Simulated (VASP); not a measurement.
# BW5 (P6/mmm) in VASP: relaxation of cell and atoms with PBE

Aim: the relaxation of cell and atoms of BW5 with PBE.

All numbers are computed with VASP 6.6.1; they aren't measurements. Logs are shortened: lines on timing, memory, paths and dates and some standing lists are left out, and cuts for length are marked.

**1. The cell of the first run**

The structure is hexagonal, space group P6/mmm (No. 191). The conventional cell has a = 4.533 Å, b = 4.533 Å, c = 5.194 Å, α = 90.00°, β = 90.00°, γ = 120.00°. B (site symmetry 6/mmm) has 14 W at 2.60 to 2.93 Å within 3.4 Å. W (site symmetry 3m) has 8 W at 2.57 to 2.91 Å and 3 B at 2.93 Å within 3.4 Å. W (site symmetry 6/mmm) has 2 B at 2.60 Å and 12 W at 2.91 Å within 3.4 Å.

**2. Relaxation of cell and atoms, PBE**

Contents of INCAR:

```
SYSTEM = BW5
ALGO = Normal
EDIFF = 1E-6
EDIFFG = -0.01
ENCUT = 600
GGA = PE
IBRION = 2
ISIF = 3
ISMEAR = 0
LASPH = .True.
LCHARG = .False.
LREAL = .False.
LWAVE = .False.
NELM = 100
NSW = 100
PREC = Accurate
SIGMA = 0.1
```

Contents of KPOINTS:

```
k-points
0
Gamma
  12 12 8
  0 0 0
```

Contents of POSCAR:

```
BW5
1.0
    4.5325667586      0.0000000000      0.0000000000
   -2.2662833793      3.9253179573      0.0000000000
    0.0000000000      0.0000000000      5.1944972031
B W
1 5
Direct
    0.0000000000      0.0000000000      0.5000000000
    0.6666666667      0.3333333333      0.7529892466
    0.0000000000      0.0000000000      0.0000000000
    0.6666666667      0.3333333333      0.2470107534
    0.3333333333      0.6666666667      0.2470107534
    0.3333333333      0.6666666667      0.7529892466
```

Potentials or basis: VASP PAW PBE potentials, release 64 (B, W_sv).

On the command line:

```sh
$ cat potpaw_PBE.64/B/POTCAR potpaw_PBE.64/W_sv/POTCAR > POTCAR
$ mpirun -np 1 vasp_std > vasp.out
```

OUTCAR:

```text
SYSTEM = BW5
   EDIFF = 1E-6
   EDIFFG = -0.01
   ENCUT = 600
   GGA = PE
   IBRION = 2
   ISIF = 3
   ISMEAR = 0
   LASPH = .True.
   LREAL = .False.
   NELM = 100
   NSW = 100
   PREC = Accurate

 ion  position               nearest neighbor table
   1  0.000  0.000  0.500-   3 2.60   3 2.60
   2  0.667  0.333  0.753-   4 2.57   6 2.62   6 2.62   6 2.62   4 2.63   3 2.91   3 2.91   3 2.91

   3  0.000  0.000  0.000-   1 2.60   1 2.60   4 2.91   5 2.91   6 2.91   2 2.91   2 2.91   4 2.91
                             5 2.91   6 2.91   2 2.91   4 2.91   5 2.91   6 2.91
   4  0.667  0.333  0.247-   2 2.57   5 2.62   5 2.62   5 2.62   2 2.63   3 2.91   3 2.91   3 2.91

   5  0.333  0.667  0.247-   6 2.57   4 2.62   4 2.62   4 2.62   6 2.63   3 2.91   3 2.91   3 2.91

   6  0.333  0.667  0.753-   5 2.57   2 2.62   2 2.62   2 2.62   5 2.63   3 2.91   3 2.91   3 2.91

  LATTYP: Found a hexagonal cell.
 ALAT       =     4.5325667586
 C/A-ratio  =     1.1460387634

  Lattice vectors:

 A1 = (   4.5325667586,   0.0000000000,   0.0000000000)
 A2 = (  -2.2662833793,   3.9253179573,   0.0000000000)
 A3 = (   0.0000000000,   0.0000000000,   5.1944972031)

Analysis of symmetry for initial positions (statically):
=====================================================================
 Subroutine PRICEL returns:
 Original cell was already a primitive cell.

 Routine SETGRP: Setting up the symmetry group for a
 hexagonal supercell.

 Subroutine GETGRP returns: Found 24 space group operations
 (whereof 24 operations were pure point group operations)
 out of a pool of 24 trial point group operations.

The static configuration has the point symmetry D_6h.

Analysis of symmetry for dynamics (positions and initial velocities):
=====================================================================
 Subroutine PRICEL returns:
 Original cell was already a primitive cell.

 Routine SETGRP: Setting up the symmetry group for a
 hexagonal supercell.

 Subroutine GETGRP returns: Found 24 space group operations
 (whereof 24 operations were pure point group operations)
 out of a pool of 24 trial point group operations.

The dynamic configuration has the point symmetry D_6h.

 Subroutine INISYM returns: Found 24 space group operations
 (whereof 24 operations are pure point group operations),
 and found     1 'primitive' translations

----------------------------------------------------------------------------------------

                                     Primitive cell

  volume of cell :      92.4193
[... 101 lines left out ...]
   IBRION =      2    ionic relax: 0-MD 1-quasi-New 2-CG
   NFREE  =      1    steps in history (QN), initial steepest desc. (CG)
   ISIF   =      3    stress and relaxation
   ISYM   =      2    0-nonsym 1-usesym 2-fastsym
   POTIM  = 0.5000    time-step for ionic-motion
   TEBEG  =    0.0;   TEEND  =   0.0 temperature during run
   PSTRESS=    0.0 pullay stress
   NELECT =      73.0000    total number of electrons
   NUPDOWN=      -1.0000    fix difference up-down
   EMIN   =  10.00;   EMAX   =-10.00  energy-range for DOS
   EFERMI =   0.00;   METHOD = LEGACY
   ISMEAR =     0;   SIGMA  =   0.10  broadening in eV -4-tet -1-fermi 0-gaus
   EFERMI_NEDOS =   21; number of points for ismear=-14 and -15
   IALGO  =     38    algorithm
   IMIX   =      4    mixing-type and parameters
     AMIX     =   0.40;   BMIX     =  1.00
     AMIX_MAG =   1.60;   BMIX_MAG =  1.00
  volume/ion in A,a.u.               =      15.40       103.95
  Fermi-wavevector in a.u.,A,eV,Ry     =   1.513311  2.859744 31.158851  2.290111
  Thomas-Fermi vector in A             =   2.623119
   LORBIT       =      0    0 simple, 1 ext, 2 COOP (PROOUT), +10 PAW based schemes
   GGA     = PE    functional components
   LHFCALC =     F    Hartree Fock is set to
   AEXX    =    0.0000 exact exchange contribution
   IVDW    =     0    specifies the selected vdW correction
   LEPSILON=     F    determine dielectric tensor
   LRPA    =     F    only Hartree local field effects (RPA)
 conjugate gradient relaxation of ions
 non-spin polarized calculation
 Gauss-broadening in eV      SIGMA  =   0.10
  energy-cutoff  :      600.00
  volume of cell :       92.42
 maximum number of plane-waves:      3114
   NGX = 19   NGY = 19   NGZ = 21

--------------------------------------- Ionic step        1  -------------------------------------------

 number of electron      72.9999991 magnetization

 Free energy of the ion-electron system (eV)
  ---------------------------------------------------
  ext. energy  EPLUGINS =         0.00000000
  ---------------------------------------------------
  free energy    TOTEN  =       -65.92590292 eV

  energy without entropy =      -65.88837253  energy(sigma->0) =      -65.90713773

------------------------ aborting loop because EDIFF is reached ----------------------------------------

  FORCE on cell =-STRESS in cart. coord.  units (eV):
  Direction    XX          YY          ZZ          XY          YZ          ZX
  --------------------------------------------------------------------------------------
  -------------------------------------------------------------------------------------
  Total        0.0461225      0.0461225      0.2154131      0.0000000      0.0000000     -0.0000000
  in kB        0.7995788      0.7995788      3.7343939      0.0000000      0.0000000     -0.0000000
  external PRESSURE =       1.7778505 kB  Pullay stress =       0.0000000 kB
[... 147 lines left out ...]
--------------------------------------- Ionic step        5  -------------------------------------------

 number of electron      72.9999992 magnetization

 Free energy of the ion-electron system (eV)
  ---------------------------------------------------
  ext. energy  EPLUGINS =         0.00000000
  ---------------------------------------------------
  free energy    TOTEN  =       -65.92766186 eV

  energy without entropy =      -65.88966383  energy(sigma->0) =      -65.90866285

 E-fermi :  10.2267     XC(G=0): -13.0814

 val. band max:       10.2239839596   @ k =   0.0000   0.0000   0.3750
 cond. band min:      10.2284957934   @ k =   0.2500   0.0833   0.1250
 fundamental gap:      0.0045118338
 Fermi energy:        10.2267321415

 k-point     1 :       0.0000    0.0000    0.0000
  band No.  band energies     occupation
      1     -63.9736      2.00000
      2     -63.7577      2.00000
      3     -63.6496      2.00000
      4     -63.6082      2.00000
      5     -63.4965      2.00000
      6     -28.8509      2.00000
[... 1093 lines left out ...]
     42      12.6609      0.00000
     43      12.7877      0.00000

 [... further k-points ...]
[... 5 lines left out ...]
  --------------------------------------------------------------------------------------
  -------------------------------------------------------------------------------------
  Total        0.0149649      0.0149649     -0.0232775     -0.0000000     -0.0000000      0.0000000
  in kB        0.2594060      0.2594060     -0.4034995     -0.0000000     -0.0000000      0.0000000
  external PRESSURE =       0.0384375 kB  Pullay stress =       0.0000000 kB
[... 21 lines left out ...]
  FREE ENERGIE OF THE ION-ELECTRON SYSTEM (eV)
  ---------------------------------------------------
  free  energy   TOTEN  =       -65.9276618624 eV

  energy  without entropy=      -65.8896638318  energy(sigma->0) =      -65.90866285

 reached required accuracy - stopping structural energy minimisation
```

Wall time 25 min (1 thread of Intel Xeon Platinum 8259CL at 2.50GHz (Skylake/Cascade Lake), shared host); peak memory 0.47 GiB.

What came out:

* Free energy: -65.9277 eV
* Energy gained by relaxing: 0.3 meV/atom
* Ionic steps: 5
* Pressure after relaxing: 0.0 GPa

Step by step:
| step | energy change (eV) | largest force (eV/Å) | pressure (GPa) | volume (Å³) |
| --- | --- | --- | --- | --- |
| 1 | 0.0000 | 0.1640 | 0.18 | 92.42 |
| 2 | -0.0008 | 0.0902 | -0.67 | 92.65 |
| 3 | -0.0016 | 0.0147 | -0.33 | 92.55 |
| 4 | -0.0012 | 0.0274 | 0.61 | 92.19 |
| 5 | -0.0018 | 0.0007 | 0.00 | 92.43 |

Final structure:
```
CELL_PARAMETERS angstrom
4.53147 0.00000 0.00000
-2.26574 3.92437 0.00000
0.00000 0.00000 5.19750
ATOMIC_POSITIONS crystal
B 0.00000 0.00000 0.50000
W 0.66667 0.33333 0.75198
W 0.00000 0.00000 0.00000
W 0.66667 0.33333 0.24802
W 0.33333 0.66667 0.24802
W 0.33333 0.66667 0.75198
```

Levels at points of the mesh, in eV from the Fermi level:
| k point | band 34 | band 35 | band 36 | band 37 | band 38 | band 39 | band 40 | band 41 |
| --- | --- | --- | --- | --- | --- | --- | --- | --- |
| (0.00, 0.00, 0.00) | -1.42 | -1.42 | 0.13 | 0.13 | 0.71 | 0.71 | 1.21 | 1.87 |
| (0.50, 0.00, 0.00) | -1.32 | -0.96 | 0.11 | 0.34 | 0.69 | 1.10 | 1.65 | 1.91 |
| (0.00, 0.00, 0.50) | -0.45 | -0.26 | -0.26 | -0.21 | -0.07 | 0.04 | 0.04 | 0.26 |
| (0.50, 0.00, 0.50) | -1.56 | -0.88 | -0.52 | -0.10 | 0.51 | 0.79 | 1.11 | 1.50 |

Caveat: spin-orbit coupling is left out, which moves the levels of the heavy elements.
